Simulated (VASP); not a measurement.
## Rb2MoBr4O2: single point with PBE+U

Crystal: Rb2MoBr4O2.

```
Mo Rb Br O
1.0
     5.74654    3.80343    0.00000
     5.74654   -3.80343    0.00000
     0.48028    0.00000   -5.53522
Mo Rb Br O
1 2 4 2
Direct
  0.50000 0.50000 0.50000
  0.84529 0.84529 0.79081
  0.15471 0.15471 0.20919
  0.86646 0.35472 0.72418
  0.64528 0.13354 0.27582
  0.13354 0.64528 0.27582
  0.35472 0.86646 0.72418
  0.38440 0.38440 0.73230
  0.61560 0.61560 0.26770
```

- Program: VASP 6.6.1
- Task: single point
- Functional: PBE
- Potentials or basis: VASP PAW PBE potentials, release 64 (Mo_sv, Rb_sv, Br, O)
- Cutoff: 520 eV
- k mesh: 3 × 3 × 4
- Occupations: fermi-dirac, width 0.0739 eV
- Spin: collinear spin
- Starting moments: [2.0, 0.0, 0.0, 0.0, 0.0, 0.0, 0.0, 0.0, 0.0] μB
- Hubbard terms: Mo d U = 0.97 eV

```json
{"Pressure": "0.9 GPa", "Largest force": "0.900 eV/Å", "Band gap on the k mesh": "0.41 eV (least direct gap 0.43 eV)", "Net moment": "0.00 μB per cell", "Valence electrons inside the program's atomic spheres": "Mo 12.25; Rb 7.32; Br 4.87; O 4.95"}
```

Forces on the atoms (eV/Å):
```
Mo   0.000  0.000  0.000
Rb  -0.118  0.000  0.001
Rb   0.118  0.000 -0.001
Br  -0.448 -0.678  0.387
Br   0.448 -0.678 -0.387
Br   0.448  0.678 -0.387
Br  -0.448  0.678  0.387
O   -0.480  0.000 -0.458
O    0.480  0.000  0.458
```

Stress tensor (GPa, compression positive):
```
 1.68  0.00  1.52
 0.00 -1.47  0.00
 1.52  0.00  2.63
```

Levels at points of the mesh, in eV from the valence-band top:
Spin up:
```csv
k point,band 34,band 35,band 36,band 37,band 38,band 39
"(0.00, 0.00, 0.00)",-0.41,-0.34,0.00,0.43,2.46,3.38
"(0.00, 0.00, 0.50)",-0.42,-0.31,-0.10,0.49,2.53,3.35
```
Spin down:
| k point | band 33 | band 34 | band 35 | band 36 | band 37 | band 38 | band 39 | band 40 |
| --- | --- | --- | --- | --- | --- | --- | --- | --- |
| (0.00, 0.00, 0.00) | -0.73 | -0.41 | -0.34 | 0.00 | 0.43 | 2.46 | 3.38 | 3.40 |
| (0.00, 0.00, 0.50) | -0.50 | -0.42 | -0.31 | -0.10 | 0.49 | 2.53 | 3.35 | 3.37 |

Eigenvalues of the final occupation matrices:
```csv
site,spin,trace,eigenvalues
site 1 d,1,1.84,0.20 0.34 0.38 0.39 0.53
site 1 d,2,1.84,0.20 0.34 0.38 0.39 0.53
```

Wall time 3.6 min on 1 × NVIDIA H100 80GB with 1 thread of Intel(R) Xeon(R) Platinum 8481C CPU @ 2.70GHz (Sapphire Rapids), on a shared host, peak memory 1.5 GiB.

Caveat: an odd mesh through Γ misses points on the zone boundary, where band edges can lie.
